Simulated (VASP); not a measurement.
# Be16B (a cell with a defect) in VASP: notebook

The runs below take Be16B (a cell with a defect) through single point, with PBE.

Everything below comes from runs of VASP 6.6.1. Logs are shortened: lines on timing, memory, paths and dates and some standing lists are left out, and cuts for length are marked.

## Step 1: The cell of the first run

The cell holds a defect, 17 atoms: a = 4.580 Å, b = 3.966 Å, c = 7.177 Å, α = 90.00°, β = 90.00°, γ = 90.00°.

## Step 2: Single point, PBE

Input file INCAR:

```
SYSTEM = Be16B
PREC = Accurate
ENCUT = 520
EDIFF = 1E-6
ISMEAR = -1
SIGMA = 0.1
LREAL = Auto
LASPH = .TRUE.
NELM = 60
ALGO = Normal
ISIF = 2
LWAVE = .FALSE.
LCHARG = .TRUE.
GGA = PE
LELF = .TRUE.
LVHAR = .TRUE.
NBANDS = 32
```

Input file KPOINTS:

```
Automatic mesh
0
G
  4 4 3
  0 0 0
```

Input file POSCAR:

```
Be16B
1.0
   -2.2900000000     -3.9663960000      0.0000000000
    3.4350000000     -1.9831980000      0.0000000000
    0.0000000000      0.0000000000      7.1768600000
Be B
16 1
Direct
    0.7512553059      0.4923244980     -0.0105930727
    0.4218834815      0.3552640969      0.2253500835
    0.7306716640      0.5100669900      0.5080050328
    0.5105130844      0.3353542834      0.7341330331
    0.5245011436      0.0274595688     -0.0077042049
    0.2586957022      0.8738090708      0.2622822516
    0.5067325949      0.0182915989      0.4922085703
    0.2610202070      0.8621098323      0.7388968156
    0.3120480598      0.5375004532     -0.0438832581
   -0.0976361737      0.2698049963      0.2809969820
    0.2349548706      0.5071212966      0.4933976697
    0.0055696703      0.3428580917      0.7441891022
    0.0321515840      0.0158940691      0.0133988959
    0.7534565919      0.7827815416      0.2523256689
   -0.0040380148     -0.0012235965      0.5125319429
    0.7528131535      0.8390498171      0.7500901508
    0.0637585424      0.5623822597      0.1362462135
```

Potentials or basis: VASP PAW PBE potentials, release 64 (Be, B).

Run with:

```bash
cat potpaw_PBE.64/Be/POTCAR potpaw_PBE.64/B/POTCAR > POTCAR
mpirun -np 1 vasp_std > vasp.out
```

OUTCAR:

```text
SYSTEM = Be16B
   PREC = Accurate
   ENCUT = 520
   EDIFF = 1E-6
   ISMEAR = -1
   LREAL = Auto
   LASPH = .TRUE.
   NELM = 60
   ISIF = 2
   GGA = PE

 ion  position               nearest neighbor table
   1  0.751  0.492  0.989-  17 1.80   9 2.03   5 2.12  12 2.19  16 2.20  14 2.21   4 2.23  13 2.29
                             2 2.33   5 2.36  10 2.37
   2  0.422  0.355  0.225-  17 1.94   6 2.07   9 2.12   5 2.17  11 2.19   6 2.20  10 2.26  14 2.28
                             1 2.33   7 2.37
   3  0.731  0.510  0.508-   4 2.03  10 2.04  14 2.13  16 2.18   7 2.21  12 2.21   7 2.26  11 2.27
                            15 2.29  11 2.31  15 2.36
   4  0.511  0.335  0.734-   9 2.00   3 2.03   7 2.14   8 2.20   5 2.22   1 2.23  11 2.25  16 2.26
                            12 2.27  16 2.29  12 2.31   8 2.38
   5  0.525  0.027  0.992-   1 2.12  16 2.16   2 2.17   9 2.19   4 2.22   9 2.26  13 2.26   8 2.28
                            13 2.33  14 2.35   1 2.36   6 2.37
   6  0.259  0.874  0.262-  17 1.77   2 2.07   7 2.08  13 2.14   2 2.20  11 2.21  15 2.22  10 2.27
                            14 2.30  14 2.34   5 2.37
   7  0.507  0.018  0.492-   6 2.08   4 2.14   8 2.19   3 2.21  15 2.25  14 2.26   3 2.26  16 2.28
                            11 2.30  15 2.35   2 2.37  11 2.38
   8  0.261  0.862  0.739-   9 2.04  15 2.10   7 2.19   4 2.20  12 2.24  16 2.26  11 2.26   5 2.28
                            13 2.31  16 2.33  12 2.37   4 2.38
   9  0.312  0.538  0.956-  17 1.72   4 2.00   1 2.03   8 2.04   2 2.12   5 2.19  12 2.21   5 2.26
                            13 2.33
  10  0.902  0.270  0.281-  17 1.72  15 2.03   3 2.04  14 2.06  14 2.16  13 2.25   2 2.26   6 2.27
                            11 2.35   1 2.37
  11  0.235  0.507  0.493-  12 2.18   2 2.19   6 2.21  15 2.24   4 2.25   8 2.26   3 2.27  15 2.30
                             7 2.30   3 2.31  10 2.35   7 2.38
  12  0.006  0.343  0.744-  15 2.15  11 2.18   1 2.19   9 2.21   3 2.21   8 2.24   4 2.27  16 2.28
                            16 2.31   4 2.31  13 2.33   8 2.37
  13  0.032  0.016  0.013-  17 2.01   6 2.14  10 2.25   5 2.26   1 2.29   8 2.31   9 2.33  14 2.33
                            12 2.33   5 2.33  16 2.39
  14  0.753  0.783  0.252-  17 1.86  10 2.06   3 2.13  10 2.16   1 2.21   7 2.26   2 2.28   6 2.30
                            13 2.33  15 2.34   6 2.34   5 2.35
  15  0.996  0.999  0.513-  10 2.03   8 2.10  16 2.13  12 2.15   6 2.22  11 2.24   7 2.25   3 2.29
                            11 2.30  14 2.34   7 2.35   3 2.36
  16  0.753  0.839  0.750-  15 2.13   5 2.16   3 2.18   1 2.20   8 2.26   4 2.26   7 2.28  12 2.28
                             4 2.29  12 2.31   8 2.33  13 2.39
  17  0.064  0.562  0.136-  10 1.72   9 1.72   6 1.77   1 1.80  14 1.86   2 1.94  13 2.01

  LATTYP: Found a simple orthorhombic cell.
 ALAT       =     3.9663962620
 B/A-ratio  =     1.1547004875
 C/A-ratio  =     1.8094157835

  Lattice vectors:

 A1 = (  -3.4350000000,   1.9831980000,   0.0000000000)
 A2 = (  -2.2900000000,  -3.9663960000,   0.0000000000)
 A3 = (   0.0000000000,   0.0000000000,   7.1768600000)

Analysis of symmetry for initial positions (statically):
=====================================================================
 Subroutine PRICEL returns:
 Original cell was already a primitive cell.

 Routine SETGRP: Setting up the symmetry group for a
 simple orthorhombic supercell.

 Subroutine GETGRP returns: Found  1 space group operations
 (whereof  1 operations were pure point group operations)
 out of a pool of  8 trial point group operations.

The static configuration has the point symmetry C_1 .

Analysis of symmetry for dynamics (positions and initial velocities):
=====================================================================
 Subroutine PRICEL returns:
 Original cell was already a primitive cell.

 Routine SETGRP: Setting up the symmetry group for a
 simple orthorhombic supercell.

 Subroutine GETGRP returns: Found  1 space group operations
 (whereof  1 operations were pure point group operations)
 out of a pool of  8 trial point group operations.

The dynamic configuration has the point symmetry C_1 .

 Subroutine INISYM returns: Found  1 space group operations
 (whereof  1 operations are pure point group operations),
 and found     1 'primitive' translations

----------------------------------------------------------------------------------------

                                     Primitive cell

  volume of cell :     130.3755

  direct lattice vectors                    reciprocal lattice vectors
    -2.290000000 -3.966396000  0.000000000    -0.109170306 -0.189088533  0.000000000
[... 57 lines left out ...]
     0.054585153 -0.031514755  0.000000000     0.000000000  0.250000000  0.000000000
     0.000000000  0.000000000  0.046445567     0.000000000  0.000000000  0.333333333

  Length of vectors
     0.054585156  0.063029507  0.046445567

  Shift w.r.t. Gamma in fractional coordinates (k-lattice)
     0.000000000  0.000000000  0.000000000

 Subroutine IBZKPT returns following result:
 ===========================================

 Found     26 irreducible k-points:

 Following reciprocal coordinates:
            Coordinates               Weight
  0.000000  0.000000  0.000000      1.000000
  0.250000  0.000000  0.000000      2.000000
  0.500000  0.000000  0.000000      1.000000
  0.000000  0.250000  0.000000      2.000000
  0.250000  0.250000  0.000000      2.000000
 -0.250000  0.250000  0.000000      2.000000
[... 16 lines left out ...]
  0.000000  0.500000  0.333333      2.000000
  0.250000  0.500000  0.333333      2.000000
 [... further k-points ...]
   k-points           NKPTS =     26   k-points in BZ     NKDIM =     26   number of bands    NBANDS=     32
   number of dos      NEDOS =    301   number of ions     NIONS =     17
   total plane-waves  NPLWV =  58320
   dimension x,y,z NGX =    36 NGY =   30 NGZ =   54
   dimension x,y,z NGXF=    72 NGYF=   60 NGZF=  108
   ions per type =              16   1
   NGX,Y,Z   is equivalent  to a cutoff of  13.07, 12.57, 12.51 a.u.
   NGXF,Y,Z  is equivalent  to a cutoff of  26.13, 25.15, 25.02 a.u.
 SYSTEM =  Be16B
   PREC   = accura    normal or accurate (medium, high low for compatibility)
   ISTART =      0    job   : 0-new  1-cont  2-samecut
   ICHARG =      2    charge: 1-file 2-atom 10-const
   ISPIN  =      1    spin polarized calculation?
   LNONCOLLINEAR =      F non collinear calculations
   LSORBIT =      F    spin-orbit coupling
   LASPH  =      T    aspherical Exc in radial PAW
   ENCUT  =  520.0 eV  38.22 Ry    6.18 a.u.   8.52  7.37 13.34*2*pi/ulx,y,z
   NELM   =     60;   NELMIN=  2; NELMDL= -5     # of ELM steps
   EDIFF  = 0.1E-05   stopping-criterion for ELM
   LREAL  =      T    real-space projection
   EDIFFG = 0.1E-04   stopping-criterion for IOM
   NSW    =      0    number of steps for IOM
   IBRION =     -1    ionic relax: 0-MD 1-quasi-New 2-CG
   NFREE  =      0    steps in history (QN), initial steepest desc. (CG)
   ISIF   =      2    stress and relaxation
   ISYM   =      2    0-nonsym 1-usesym 2-fastsym
   POTIM  = 0.5000    time-step for ionic-motion
   TEBEG  =    0.0;   TEEND  =   0.0 temperature during run
   PSTRESS=    0.0 pullay stress
   NELECT =      35.0000    total number of electrons
   NUPDOWN=      -1.0000    fix difference up-down
   EMIN   =  10.00;   EMAX   =-10.00  energy-range for DOS
   EFERMI =   0.00;   METHOD = LEGACY
   ISMEAR =    -1;   SIGMA  =   0.10  broadening in eV -4-tet -1-fermi 0-gaus
   EFERMI_NEDOS =   21; number of points for ismear=-14 and -15
   IALGO  =     38    algorithm
   IMIX   =      4    mixing-type and parameters
     AMIX     =   0.40;   BMIX     =  1.00
     AMIX_MAG =   1.60;   BMIX_MAG =  1.00
  volume/ion in A,a.u.               =       7.67        51.75
  Fermi-wavevector in a.u.,A,eV,Ry     =   1.056085  1.995711 15.174786  1.115315
  Thomas-Fermi vector in A             =   2.191307
   LORBIT       =      0    0 simple, 1 ext, 2 COOP (PROOUT), +10 PAW based schemes
   GGA     = PE    functional components
   LHFCALC =     F    Hartree Fock is set to
   AEXX    =    0.0000 exact exchange contribution
   IVDW    =     0    specifies the selected vdW correction
   LEPSILON=     F    determine dielectric tensor
   LRPA    =     F    only Hartree local field effects (RPA)
 non-spin polarized calculation
  energy-cutoff  :      520.00
  volume of cell :      130.38
 maximum number of plane-waves:      3529
 NGX is ok and might be reduce to    36
   NGX = 17   NGY = 15   NGZ = 27

 number of electron      35.0000000 magnetization

 Free energy of the ion-electron system (eV)
  ---------------------------------------------------
  ext. energy  EPLUGINS =         0.00000000
  ---------------------------------------------------
  free energy    TOTEN  =       -63.20729014 eV

  energy without entropy =      -63.11227802  energy(sigma->0) =      -63.15978408

 E-fermi :   7.4118     XC(G=0): -10.7380

 val. band max:        7.4103608491   @ k =   0.0000   0.0000   0.3333
 cond. band min:       7.4161903074   @ k =   0.5000   0.5000   0.3333
 fundamental gap:      0.0058294583
 Fermi energy:         7.4117724812

 k-point     1 :       0.0000    0.0000    0.0000
  band No.  band energies     occupation
      1      -4.8694      2.00000
      2      -2.7582      2.00000
      3      -2.1723      2.00000
      4       0.3857      2.00000
      5       0.6929      2.00000
      6       1.6786      2.00000
[... 757 lines left out ...]
     28      13.3135      0.00000
     29      13.5483      0.00000

 [... further k-points ...]

 [bands above 29 left out]

------------------------ aborting loop because EDIFF is reached ----------------------------------------

  FORCE on cell =-STRESS in cart. coord.  units (eV):
  Direction    XX          YY          ZZ          XY          YZ          ZX
  --------------------------------------------------------------------------------------
  -------------------------------------------------------------------------------------
  Total        2.8351384      7.6003516     11.8273272     -1.9745548      7.3340436      1.3008767
  in kB       34.8408568     93.4002934    145.3453598    -24.2651927     90.1276497     15.9864009
  external PRESSURE =      91.1955034 kB  Pullay stress =       0.0000000 kB

 VOLUME and BASIS-vectors are now :
 -----------------------------------------------------------------------------
  energy-cutoff  :      520.00
  volume of cell :      130.38
      direct lattice vectors                 reciprocal lattice vectors
    -2.290000000 -3.966396000  0.000000000    -0.109170306 -0.189088533  0.000000000
     3.435000000 -1.983198000  0.000000000     0.218340611 -0.126059022  0.000000000
     0.000000000  0.000000000  7.176860000     0.000000000  0.000000000  0.139336702

 POSITION                                       TOTAL-FORCE (eV/Angst)
 -----------------------------------------------------------------------------------
     -0.02924     -3.95615      7.10084         0.017452     -0.109880      0.062809
      0.25422     -2.37792      1.61731         0.196310      0.118930     -0.107081
      0.07884     -3.90970      3.64588         0.061448      0.006945      0.012929
     -0.01713     -2.68997      5.26877         0.012228     -0.033454     -0.022444
     -1.10678     -2.13484      7.12157         0.072857     -0.039088     -0.028982
      2.40912     -2.75903      1.88236         0.080518     -0.066765     -0.000676
[... 9 lines left out ...]
      1.15819     -4.64996      5.38329         0.012722     -0.005520      0.020578
      1.78578     -1.36821      0.97782        -0.399503     -0.059098      0.132510
 -----------------------------------------------------------------------------------
    total drift:                                0.003260      0.001298      0.000226

  FREE ENERGIE OF THE ION-ELECTRON SYSTEM (eV)
  ---------------------------------------------------
  free  energy   TOTEN  =       -63.2072901423 eV

  energy  without entropy=      -63.1122780226  energy(sigma->0) =      -63.15978408
```

It took 98 s on 1 thread of AMD EPYC 9R14 (Zen 4), shared host; peak memory 0.22 GiB.

What came out:

| Property | Result |
| --- | --- |
| Free energy | -63.2073 eV |
| Pressure | 9.1 GPa |
| Largest force | 0.425 eV/Å |

Forces on the atoms (eV/Å):
```
Be   0.017 -0.110  0.063
Be   0.196  0.119 -0.107
Be   0.061  0.007  0.013
Be   0.012 -0.033 -0.022
Be   0.073 -0.039 -0.029
Be   0.081 -0.067 -0.001
Be   0.034 -0.058 -0.066
Be   0.057 -0.025 -0.015
Be   0.028 -0.143 -0.100
Be  -0.015  0.333  0.063
Be   0.048  0.044 -0.051
Be   0.025 -0.024  0.037
Be  -0.071  0.047  0.141
Be  -0.149 -0.005 -0.099
Be  -0.011  0.019  0.021
Be   0.013 -0.006  0.021
B   -0.400 -0.059  0.133
```

Levels at points of the mesh, in eV from the Fermi level:
| k point | band 14 | band 15 | band 16 | band 17 | band 18 | band 19 | band 20 | band 21 |
| --- | --- | --- | --- | --- | --- | --- | --- | --- |
| (0.00, 0.00, 0.00) | -3.74 | -1.69 | -1.64 | -0.56 | 0.48 | 0.63 | 1.04 | 1.38 |
| (0.50, 0.00, 0.00) | -2.59 | -2.44 | -2.17 | -1.61 | -0.75 | 0.07 | 0.30 | 0.63 |
| (0.00, 0.50, 0.00) | -3.55 | -2.80 | -2.56 | -2.17 | -0.23 | 0.10 | 0.51 | 0.90 |
| (0.50, 0.50, 0.00) | -1.44 | -1.39 | -0.79 | -0.53 | -0.07 | 0.73 | 1.08 | 1.75 |

Caveat: the k points lie up to 0.40 Å⁻¹ apart.

## Step 3: Single point, PBE

Input file INCAR:

```
PREC     = Accurate       # precision mode
ENCUT    = 520            # plane-wave cutoff, eV
EDIFF    = 1E-6           # SCF threshold, eV
ISMEAR   = -1             # smearing method
SIGMA    = 0.1            # smearing width, eV
LREAL    = Auto         
LASPH    = True           # aspherical terms in the spheres
NELM     = 80             # most SCF steps
ALGO     = Normal         # electronic algorithm
ISIF     = 2              # what is computed and relaxed
LWAVE    = False          # write WAVECAR
LCHARG   = True           # write CHGCAR
GGA      = PE             # functional
LELF     = True           # ELF
LVHAR    = True         
NBANDS   = 32             # bands
```

Input file KPOINTS:

```
Automatic mesh
0
Gamma
  4 4 3
```

Input file POSCAR:

```
Be16B
1.0
   -2.2900000000     -3.9663960000      0.0000000000
    3.4350000000     -1.9831980000      0.0000000000
    0.0000000000      0.0000000000      7.1768600000
Be B
16 1
Direct
    0.7268526464      0.4703113712     -0.0247374200
    0.4774241580      0.3193910690      0.2424154853
    0.7400885078      0.4952354244      0.5030691695
    0.5039465638      0.3274621925      0.7359201656
    0.5253835874      0.0007712999     -0.0048076736
    0.2563015499      0.8438519794      0.2612507420
    0.4976472257     -0.0000867112      0.5000887575
    0.2623834935      0.8424868122      0.7394363273
    0.2833969424      0.5070267826     -0.0309052984
   -0.0231251671      0.3212571666      0.2687699077
    0.2514127623      0.5010399492      0.4994289982
    0.0031973174      0.3328261592      0.7362382713
    0.0325694571      0.0449217050     -0.0144141031
    0.7286211261      0.8250603722      0.2674829940
   -0.0017904728      0.0042616644      0.5060722935
    0.7531802280      0.8349332524      0.7446359550
   -0.0045558991      0.6617682652      0.1098906764
```

Potentials or basis: VASP PAW PBE potentials, release 64 (Be, B).

Run with:

```bash
cat potpaw_PBE.64/Be/POTCAR potpaw_PBE.64/B/POTCAR > POTCAR
mpirun -np 1 vasp_std > vasp.out
```

Run time: 98 s. Hardware: 1 thread of AMD EPYC 9R14 (Zen 4), shared host; peak memory 0.22 GiB.

The run converged. Its results:

| Item | Value |
| --- | --- |
| Free energy | -62.5969 eV |
| Pressure | 10.1 GPa |
| Largest force | 0.017 eV/Å |

Forces in eV/Å, atoms in the order of the input:
```
Be   0.003  0.000 -0.006
Be   0.004 -0.004  0.001
Be   0.001  0.000 -0.001
Be   0.000  0.001  0.003
Be  -0.005  0.003  0.002
Be  -0.001 -0.009  0.003
Be   0.000 -0.001 -0.003
Be  -0.001  0.002  0.002
Be  -0.004 -0.001 -0.002
Be  -0.014  0.010 -0.001
Be   0.001  0.001 -0.002
Be   0.002 -0.002  0.003
Be   0.007 -0.001 -0.010
Be   0.009  0.005  0.003
Be  -0.002  0.000 -0.004
Be  -0.002 -0.001  0.002
B    0.004 -0.004  0.008
```

Stress tensor (GPa, compression positive):
```
 1.56 -0.70  1.02
-0.70 10.25  4.46
 1.02  4.46 18.35
```

Levels at points of the mesh, in eV from the Fermi level:
```csv
k point,band 13,band 14,band 15,band 16,band 17,band 18,band 19,band 20,band 21,band 22
"(0.00, 0.00, 0.00)",-3.93,-3.83,-1.89,-0.84,-0.13,0.45,0.50,0.70,1.22,1.65
"(0.50, 0.00, 0.00)",-2.67,-2.55,-2.43,-2.29,-1.79,-0.54,0.22,0.26,0.53,0.69
"(0.00, 0.50, 0.00)",-3.84,-3.72,-2.88,-2.50,-1.75,-0.70,0.38,0.74,0.76,1.04
"(0.50, 0.50, 0.00)",-1.81,-1.42,-1.29,-1.07,-0.75,-0.12,0.59,0.80,2.33,2.93
```

Caveat: the k points lie up to 0.40 Å⁻¹ apart.

## Step 4: Single point, PBE

Input file INCAR:

```
SYSTEM = Be16B
PREC = Accurate ; ENCUT = 520
EDIFF = 1E-6 ; ISMEAR = -1
SIGMA = 0.1 ; LREAL = Auto
LASPH = .TRUE. ; NELM = 80
ALGO = Normal ; ISIF = 2
LWAVE = .FALSE. ; LCHARG = .FALSE.
GGA = PE ; NBANDS = 32
```

Input file KPOINTS:

```
Automatic mesh
0
G
  4 4 3
  0 0 0
```

Input file POSCAR:

```
Be16B
1.0
   -2.2900000000     -3.9663960000      0.0000000000
    3.4350000000     -1.9831980000      0.0000000000
    0.0000000000      0.0000000000      7.1768600000
Be B
16 1
Direct
    0.7375623939      0.4387915231     -0.0246662189
    0.4754746688      0.3050669553      0.2442713109
    0.7411596593      0.4753667016      0.5016909902
    0.4948849440      0.3131998608      0.7449543394
    0.5702384449     -0.0349231328      0.0132520350
    0.2388562553      0.8393818995      0.2479467344
    0.4930488692     -0.0037298659      0.5051975376
    0.2725564675      0.8250079506      0.7325909938
    0.2486380874      0.5498245182     -0.0162925012
   -0.0265212105      0.3416111872      0.2335759650
    0.2496109675      0.4971621880      0.4897875951
    0.0070594324      0.3342608734      0.7286675510
    0.1079660478      0.0682251090     -0.0339688945
    0.6976721755      0.8047208972      0.2837781425
   -0.0035865664     -0.0050626600      0.4989000761
    0.7743020538      0.8266135963      0.7559254326
   -0.0714060462      0.7586699139      0.0921873911
```

Run with:

```bash
cat potpaw_PBE.64/Be/POTCAR potpaw_PBE.64/B/POTCAR > POTCAR
mpirun -np 1 vasp_std > vasp.out
```

Wall time 99 s (1 thread of AMD EPYC 9R14 (Zen 4), shared host); peak memory 0.23 GiB.

It converged, with:

```
Free energy   : -63.2220 eV
Pressure      : 9.0 GPa
Largest force : 0.469 eV/Å
```

Forces on the atoms (eV/Å):
```
Be  -0.123  0.015  0.012
Be  -0.034  0.024  0.020
Be  -0.065  0.034  0.011
Be  -0.022  0.050  0.080
Be  -0.184 -0.081  0.113
Be   0.013  0.061 -0.056
Be  -0.006  0.019  0.033
Be  -0.070  0.000 -0.017
Be   0.190  0.039  0.097
Be   0.034 -0.004 -0.189
Be  -0.008  0.015 -0.043
Be  -0.004 -0.009 -0.025
Be  -0.077 -0.324 -0.102
Be  -0.004  0.128  0.110
Be  -0.028  0.026 -0.030
Be  -0.066 -0.047  0.088
B    0.455  0.054 -0.103
```

Stress tensor (GPa, compression positive):
```
 4.15 -4.35  3.20
-4.35  9.67  8.43
 3.20  8.43 13.29
```

Levels at points of the mesh, in eV from the Fermi level:
| k point | band 14 | band 15 | band 16 | band 17 | band 18 | band 19 | band 20 | band 21 |
| --- | --- | --- | --- | --- | --- | --- | --- | --- |
| (0.00, 0.00, 0.00) | -3.74 | -1.73 | -1.54 | -0.52 | 0.49 | 0.64 | 1.05 | 1.32 |
| (0.50, 0.00, 0.00) | -2.50 | -2.37 | -2.12 | -1.55 | -0.63 | -0.05 | 0.25 | 0.67 |
| (0.00, 0.50, 0.00) | -3.50 | -2.83 | -2.59 | -2.03 | -0.17 | 0.18 | 0.56 | 0.95 |
| (0.50, 0.50, 0.00) | -1.56 | -1.41 | -0.78 | -0.27 | 0.02 | 0.65 | 1.08 | 1.65 |

Caveat: the k points lie up to 0.40 Å⁻¹ apart.
